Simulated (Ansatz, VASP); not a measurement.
## HgTe: VASP beside Ansatz

```
Hg Te
1.0
     0.00000    3.22337    3.37686
     3.22337    0.00000    3.37686
     3.22337    3.22337    0.00000
Hg Te
1 1
Direct
  0.00000 0.00000 0.00000
  0.25000 0.25000 0.25000
```

Change from the starting cell: epitaxial_xy strain -2.0%.

Alike in both runs: task single point; functional PBE; k mesh 6 × 6 × 6; occupations fermi-dirac, width 0.02 eV; no spin polarisation.

|  | VASP | Ansatz |
| --- | --- | --- |
| version | VASP 6.6.1 | Ansatz 0.2.0 |
| potentials or method | VASP PAW PBE potentials, release 64 (Hg, Te) | plane waves, PAW |
| plane-wave cutoff (eV) | 520 | 420 |
| valence electrons in the cell | 18 | 36 |

|  | VASP | Ansatz | Ansatz less VASP |
| --- | --- | --- | --- |
| pressure (GPa) | 1.9 | 1.8 | -0.05 |
| traceless stress, the component that is largest in VASP (GPa) | -0.45 | -0.45 | 0.000 |

VASP's potentials hold 18 valence electrons a cell and Ansatz's 36, so a difference there can come from the potentials and not from the codes.

Spin-orbit coupling is off throughout.
